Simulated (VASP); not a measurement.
# Cs: single point with PBE

Crystal: Cs.

```
Cs
1.0
     5.57336    0.00000    0.00000
     0.00000    5.57336    0.00000
     0.00000    0.00000    7.83587
Cs
2
Direct
  0.00000 0.00000 0.00000
  0.50000 0.50000 0.50000
```

This cell differs from its parent crystal: biaxial strain in the a-b plane: +3.0 %.

```yaml
Program: VASP 6.6.1
Task: single point
Functional: PBE
Potentials_or_basis: VASP PAW PBE potentials, release 64 (Cs_sv)
Cutoff: 520 eV
k_mesh: 8 × 8 × 6
Occupations: gaussian, width 0.1 eV
Spin: no spin polarisation
```

```yaml
Pressure: -0.1 GPa
Band_gap_on_the_k_mesh: zero (bands 9 and 10 overlap by 1.62 eV)
```

Levels at points of the mesh, in eV from the Fermi level:
| k point | band 7 | band 8 | band 9 | band 10 | band 11 | band 12 |
| --- | --- | --- | --- | --- | --- | --- |
| (0.00, 0.00, 0.00) | -10.63 | -10.63 | -1.61 | 0.32 | 1.07 | 1.38 |
| (0.50, 0.00, 0.00) | -10.65 | -10.65 | -0.19 | -0.19 | 1.36 | 1.36 |
| (0.50, 0.50, 0.00) | -10.67 | -10.67 | 0.31 | 0.31 | 1.08 | 1.08 |
| (0.00, 0.00, 0.50) | -10.65 | -10.65 | -0.84 | -0.84 | 1.57 | 1.57 |
| (0.50, 0.00, 0.50) | -10.64 | -10.64 | -0.01 | -0.01 | 0.72 | 0.72 |
| (0.50, 0.50, 0.50) | -10.67 | -10.67 | 0.79 | 0.79 | 1.18 | 1.18 |

It took 4 min on 1 thread of AMD EPYC 7R43 64-Core Processor (Zen 3) (shared host), peak memory 0.37 GiB.

Caveat: the cell differs from its parent crystal (biaxial strain in the a-b plane: +3.0 %); spin-orbit coupling is left out, which moves the levels of the heavy elements.
